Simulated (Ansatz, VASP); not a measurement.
## CuSi16: VASP beside Ansatz

```
CELL_PARAMETERS angstrom
0.00000 5.43000 5.43000
5.43000 0.00000 5.43000
5.43000 5.43000 0.00000
ATOMIC_POSITIONS crystal
Si 0.98893 0.99028 0.03037
Si 0.12517 0.12655 0.13131
Si 0.00598 0.00748 0.50353
Si 0.11274 0.11408 0.65897
Si 0.00730 0.49949 0.99359
Si 0.12517 0.61683 0.13131
Si 0.00597 0.48286 0.50353
Si 0.14111 0.61867 0.62140
Si 0.49812 0.00866 0.99360
Si 0.61548 0.12653 0.13132
Si 0.48157 0.00736 0.50356
Si 0.61724 0.14246 0.62140
Si 0.49812 0.49949 0.99360
Si 0.63395 0.63532 0.09527
Si 0.51018 0.51156 0.46658
Si 0.61725 0.61876 0.62139
Cu 0.81294 0.81410 0.55876
```

Alike in both runs: functional PBE; k mesh 2 × 2 × 2; occupations fermi-dirac, width 0.02 eV; collinear spin.

Ansatz relaxed the structure, and its values are those at the end. VASP's run is a single point on that final structure, the one shown.

|  | VASP | Ansatz |
| --- | --- | --- |
| version | VASP 6.6.1 | Ansatz 0.2.0 |
| potentials or method | VASP PAW PBE potentials, release 64 (Si, Cu), cutoff 520 eV | scalar-relativistic, plane waves, PAW |
| valence electrons in the cell | 75 | 83 |

```csv
,VASP,Ansatz,Ansatz less VASP
rms of the force components (eV/Å),0.010,0.004,-0.0056
net moment per atom (μB),0.00,0.00,0.000
```

VASP's potentials hold 75 valence electrons a cell and Ansatz's 83, so a difference there can come from the potentials and not from the codes. Ansatz's warnings: seeded moment not kept.

The k mesh is coarse, so the values compare programs but aren't converged.
